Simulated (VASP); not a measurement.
A run of VASP 6.6.1 is set up as follows.

Contents of INCAR:

```
SYSTEM = AlN
PREC     = Accurate       ! precision mode
ENCUT    = 520            ! plane-wave cutoff, eV
EDIFF    = 1E-6           ! SCF threshold, eV
ISMEAR   = -1             ! smearing method
SIGMA    = 0.05           ! smearing width, eV
LREAL    = .False.        ! projectors in reciprocal space
LASPH    = .True.         ! aspherical terms in the spheres
NELM     = 60             ! most SCF steps
ALGO     = Normal         ! electronic algorithm
ISIF     = 2              ! what is computed and relaxed
LWAVE    = .False.        ! write WAVECAR
LCHARG   = .False.        ! write CHGCAR
GGA      = RE             ! functional
IVDW     = 12             ! dispersion correction
NBANDS   = 11             ! bands
```

The input KPOINTS:

```
regular mesh
0
Gamma
  10 10 10
  0 0 0
```

POSCAR

```
AlN
1.0
    0.0000000000      2.1800397556      2.1800397556
    2.1800397556      0.0000000000      2.1800397556
    2.1800397556      2.1800397556      0.0000000000
Al N
1 1
Direct
    0.0000000000      0.0000000000      0.0000000000
    0.2500000000      0.2500000000      0.2500000000
```

Potentials or basis: VASP PAW PBE potentials, release 64 (Al, N).

Command:

```bash
$ cat potpaw_PBE.64/Al/POTCAR potpaw_PBE.64/N/POTCAR > POTCAR
$ mpirun -np 1 vasp_std > vasp.out
```

Q: Estimate the pressure.

A: -0.5 GPa.

Q: What does it give for the band gap on the k mesh?

A: 3.35 eV, indirect (least direct gap 4.27 eV).

Q: Predict the dispersion energy per atom.

A: -0.531 eV.

Caveat: the PAW data sets were made with another functional, which shifts forces and pressure a little. A k mesh can miss the band edges.
